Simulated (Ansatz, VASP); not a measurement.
Two plane-wave programs on SnO

Contents of INCAR:

```
PREC = Accurate
ENCUT = 520
EDIFF = 1E-6
ISMEAR = 0
SIGMA = 0.05
LREAL = False
LASPH = True
NELM = 80
ALGO = Normal
ISIF = 2
LWAVE = False
LCHARG = False
GGA = PE
NBANDS = 28
```

File KPOINTS:

```
regular mesh
0
Gamma
  10 10 8
```

Contents of POSCAR:

```
SnO
1.0
    3.8101481901      0.0000000000      0.0000000000
    0.0000000000      3.8101481901      0.0000000000
    0.0000000000      0.0000000000      5.1432860516
Sn O
2 2
Direct
    0.0000000000      0.5000000000      0.2287361932
    0.5000000000      0.0000000000      0.7712638068
    0.0000000000      0.0000000000      0.0000000000
    0.5000000000      0.5000000000      0.0000000000
```

Input for Ansatz:

```yaml
crystal:
  lattice:
    - [3.8101481901, 0.0, 0.0]
    - [0.0, 3.8101481901, 0.0]
    - [0.0, 0.0, 5.1432860516]
  atoms:
    - { symbol: Sn, position: [0.0, 0.5, 0.2287361932] }
    - { symbol: Sn, position: [0.5, 0.0, 0.7712638068] }
    - { symbol: O, position: [0.0, 0.0, 0.0] }
    - { symbol: O, position: [0.5, 0.5, 0.0] }
basis:
  ecutwfc: 420
kpoints:
  mp_grid: { grid: [10, 10, 8] }
hamiltonian:
  xc: pbe
scf:
  occupations: { method: gaussian, width: 0.05 }
output:
  forces: true
  stress: true
  eigenvalues: true
```

Change from the starting cell: strain -0.015 along x and y, +0.015 along z, atoms carried along.

Alike in both runs: task single point; functional PBE; k mesh 10 × 10 × 8; occupations gaussian, width 0.05 eV; no spin polarisation.

|  | VASP | Ansatz |
| --- | --- | --- |
| version | VASP 6.6.1 | Ansatz 0.2.0 |
| potentials or method | VASP PAW PBE potentials, release 64 (Sn_d, O), cutoff 520 eV | scalar-relativistic, plane waves, PAW |
| valence electrons in the cell | 40 | 40 |

Ansatz gave:

```
gap on the k mesh at the Fermi level (eV)                     : 0.36
least direct gap on the mesh (eV)                             : 1.97
pressure (GPa)                                                : 1.7
traceless stress, the component that is largest in VASP (GPa) : -1.54
rms of the force components (eV/Å)                            : 0.019
```

**Question.** What did VASP give for the same quantities?

**Answer.** gap on the k mesh at the Fermi level (eV): 0.37; least direct gap on the mesh (eV): 1.94; pressure (GPa): 1.9; traceless stress, the component that is largest in VASP (GPa): -1.51; rms of the force components (eV/Å): 0.053.

Atom by atom the forces differ by 0.033 eV/Å (rms over components).
